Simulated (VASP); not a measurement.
Input of a VASP 6.6.1 run:

The input INCAR:

```
SYSTEM = MgB2
PREC = Accurate
ENCUT = 520
EDIFF = 1E-7
ISMEAR = -1
SIGMA = 0.05
LREAL = .FALSE.
LASPH = .TRUE.
NELM = 60
ALGO = Normal
ISIF = 2
LWAVE = .FALSE.
LCHARG = .FALSE.
NBANDS = 11
```

Contents of KPOINTS:

```
regular mesh
0
G
  12 12 9
  0 0 0
```

The input POSCAR:

```
MgB2
1.0
    3.1455062765      0.0000000000      0.0000000000
   -1.5727531383      2.7240883433      0.0000000000
    0.0000000000      0.0000000000      3.5920959734
Mg B
1 2
Direct
    0.0000000000      0.0000000000      0.0000000000
    0.3333333333      0.6666666667      0.5000000000
    0.6666666667      0.3333333333      0.5000000000
```

Potentials or basis: VASP PAW LDA potentials, release 64 (Mg, B).

The run is started by

```console
$ cat potpaw_LDA.64/Mg/POTCAR potpaw_LDA.64/B/POTCAR > POTCAR
$ mpirun -np 1 vasp_std > vasp.out
```

Q: Predict the band gap on the k mesh.

A: Zero (band 4 reaches 6.54 eV, above the bottom of band 5 at 2.99 eV).

Q: Estimate the pressure.

A: -15.3 GPa.

Stress tensor (GPa, compression positive):
```
-16.73   0.00   0.00
  0.00 -16.73   0.00
  0.00   0.00 -12.32
```
